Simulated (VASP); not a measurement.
Runs of VASP 6.6.1 on Al. The structure is that of space group Fm-3m (No. 225), or close to it. The cells are those of the table. 

```csv
task,cell,cutoff (eV),smearing,gap on the mesh (eV),pressure (GPa)
single point,"a = 2.844 Å, angles 60.0°, 1 atom",500,gaussian 0.1 eV,none,-2.4
single point,"a = 2.729 Å, angles 60.0°, 1 atom",500,gaussian 0.1 eV,none,(a)
single point,"a = 2.758 Å, angles 60.0°, 1 atom",500,gaussian 0.1 eV,none,6.1
single point,"a = 2.817 Å, angles 60.0°, 1 atom",520,fermi-dirac 0.15 eV,none,0.0
relaxation of cell and atoms,"relaxed from a = 2.816 Å, angles 60.0°, 1 atom",600,fermi-dirac 0.15 eV,none,0.0
```

Alike in all rows: level PBE+D3(BJ); potentials or basis VASP PAW PBE potentials, release 64 (Al); no spin polarisation; k mesh 18 × 18 × 18.

Task: Fill in the values left out.

Result: (a) 10.0.

Caveats: pairwise dispersion overbinds metals, which lowers pressure and volume.

A gap of «none» marks levels without a gap at the run's occupations.
